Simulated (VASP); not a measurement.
Crystal: AlP.

```
Al P
1.0
     0.00000    2.72550    2.72550
     2.72550    0.00000    2.72550
     2.72550    2.72550    0.00000
Al P
1 1
Direct
  0.00000 0.00000 0.00000
  0.75000 0.75000 0.75000
```

Base run:

- Program: VASP 6.6.1
- Functional: LDA
- Potentials or basis: VASP PAW LDA potentials, release 64 (Al, P)
- Cutoff: 500 eV
- k mesh: 6 × 6 × 6
- Occupations: gaussian, width 0.01 eV
- Spin: no spin polarisation

Its results: band gap on the k mesh 1.43 eV (least direct gap 3.16 eV); pressure -0.7 GPa.

Q: After a change of settings the same cell gave: band gap on the k mesh 1.90 eV (least direct gap 4.05 eV); pressure 1.1 GPa. Which change was it?
A. functional from LDA to r2SCAN; potentials or basis from VASP PAW LDA potentials, release 64 (Al, P) to VASP PAW PBE potentials, release 64 (Al, P); cutoff from 500 eV to 550 eV
B. functional from LDA to RPBE; potentials or basis from VASP PAW LDA potentials, release 64 (Al, P) to VASP PAW PBE potentials, release 64 (Al, P)
C. functional from LDA to revPBE; potentials or basis from VASP PAW LDA potentials, release 64 (Al, P) to VASP PAW PBE potentials, release 64 (Al, P)
D. functional from LDA to PBE; potentials or basis from VASP PAW LDA potentials, release 64 (Al, P) to VASP PAW PBE potentials, release 64 (Al, P)

A: A.

Caveats: the PAW data sets were made with another functional, which shifts forces and pressure a little (at least some runs).
